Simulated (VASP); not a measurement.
**TaTi2Si3: single point with PBE**

TaTi2Si3:

```
Ti Ta Si
1.0
     4.73921    0.00000    0.00000
     0.00000    4.73921    0.00000
     0.00000    0.00000    7.22899
Ti Ta Si
2 1 3
Direct
  0.00000 0.50000 0.50000
  0.50000 0.00000 0.50000
  0.00000 0.00000 0.00000
  0.00000 0.00000 0.66357
  0.00000 0.00000 0.33643
  0.50000 0.50000 0.50000
```

```json
{
  "Program": "VASP 6.6.1",
  "Task": "single point",
  "Functional": "PBE",
  "Potentials or basis": "VASP PAW PBE potentials, release 64 (Ti_sv, Ta_pv, Si)",
  "Cutoff": "520 eV",
  "k mesh": "6 × 6 × 2",
  "Occupations": "gaussian, width 0.1 eV",
  "Spin": "no spin polarisation"
}
```

```json
{
 "Pressure": "0.0 GPa",
 "Largest force": "0.013 eV/Å"
}
```

Forces in eV/Å, atoms in the order of the input:
```
Ti   0.000  0.000  0.000
Ti   0.000  0.000  0.000
Ta   0.000  0.000  0.000
Si   0.000  0.000 -0.013
Si   0.000  0.000  0.013
Si   0.000  0.000  0.000
```

Levels at points of the mesh, in eV from the Fermi level:
```tsv
k point	band 20	band 21	band 22	band 23	band 24	band 25	band 26	band 27
(0.00, 0.00, 0.00)	-1.18	-1.14	-0.35	0.44	0.61	0.61	0.68	0.92
(0.50, 0.00, 0.00)	-1.62	-1.60	-0.69	-0.12	0.11	0.46	0.49	0.74
(0.50, 0.50, 0.00)	-1.57	-1.52	-1.52	0.02	0.25	0.25	0.69	0.79
(0.00, 0.00, 0.50)	-1.37	-1.13	-0.32	-0.22	0.24	0.24	0.66	0.83
(0.50, 0.00, 0.50)	-1.59	-1.10	-0.72	-0.44	-0.31	0.20	0.23	0.73
(0.50, 0.50, 0.50)	-1.16	-0.82	-0.71	-0.71	-0.34	-0.34	0.18	0.71
```

Wall time 110 s on 1 thread of Intel(R) Xeon(R) Platinum 8259CL CPU @ 2.50GHz (Skylake/Cascade Lake), on a shared host, peak memory 0.31 GiB.

Caveat: the k points lie up to 0.43 Å⁻¹ apart; spin-orbit coupling is left out, which moves the levels of the heavy elements.
